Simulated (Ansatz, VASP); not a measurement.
**Li2SiN3: VASP beside Ansatz**

```xyz
6
Lattice="3.7363 0.0000 0.0000 -1.8681 3.2357 0.0000 0.0000 0.0000 3.8086" Properties=species:S:1:pos:R:3 pbc="T T T"
Li    0.0000    2.1571    0.0000
Li    1.8681    1.0786    0.0000
Si    0.0000    0.0000    1.9043
N     0.0000    2.1571    1.9043
N     1.8681    1.0786    1.9043
N     0.0000    0.0000    0.0000
```

Alike in both runs: task relaxation of cell and atoms; functional PBE; k mesh 12 × 12 × 10; occupations gaussian, width 0.1 eV; no spin polarisation.

|  | VASP | Ansatz |
| --- | --- | --- |
| version | VASP 6.6.1 | Ansatz 0.2.0 |
| potentials or method | VASP PAW PBE potentials, release 64 (Li_sv, Si, N), cutoff 600 eV | scalar-relativistic, plane waves, PAW |
| valence electrons in the cell | 25 | 25 |

VASP gave:

```
gap on the k mesh at the Fermi level, each at its own relaxed structure (eV) : none
relaxed volume (Å³/atom)                                                     : 7.67
relaxed length of the cell vector where the two differ most in proportion (Å)              : 3.734
```

Q: Estimate Ansatz's values.

A: gap on the k mesh at the Fermi level, each at its own relaxed structure (eV): none; relaxed volume (Å³/atom): 7.68; relaxed length of the cell vector where the two differ most in proportion (Å): 3.739.

A gap of «none» marks a metal or a gap that the smearing closes.

Noted on VASP's run: the cutoff is under 1.25 times that of the potentials, so the pressure is a little rough.
